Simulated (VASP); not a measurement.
CdI2, 3 atoms in the cell. It takes space group P-3m1 (No. 164, trigonal). The conventional cell has a = 4.291 Å, b = 4.291 Å, c = 7.304 Å, α = 90.00°, β = 90.00°, γ = 120.00°. Within 4.0 Å of Cd (site symmetry -3m) lie 6 I at 3.02 Å. I (site symmetry 3m) has 3 Cd at 3.02 Å within 4.0 Å. 

| Quantity | Value |
| --- | --- |
| Program | VASP 6.6.1 |
| Task | electric field gradients |
| Functional | PBEsol |
| Potentials or basis | VASP PAW PBE potentials, release 64 (Cd, I) |
| Cutoff | 400 eV |
| k mesh | 8 × 8 × 4 |
| Occupations | fermi-dirac, width 0.03 eV |
| Spin | no spin polarisation |
| Dipole correction | no |
| Further INCAR settings | ALGO = Normal; EDIFF = 1e-08; NBANDS = 20 |

Potentials or basis: VASP PAW PBE potentials, release 64 (Cd, I).

Command:

```console
$ cat potpaw_PBE.64/Cd/POTCAR potpaw_PBE.64/I/POTCAR > POTCAR
$ mpirun -np 1 vasp_std > vasp.out
```

Hardware: 1 thread of Intel Xeon 8259CL (shared host).

**Question.** How long does it take, and how much memory?

**Answer.** Run time: 90 s on 1 thread of Intel Xeon 8259CL (shared host), peak memory 0.21 GiB. Counts: scf iterations 15, k points 35.
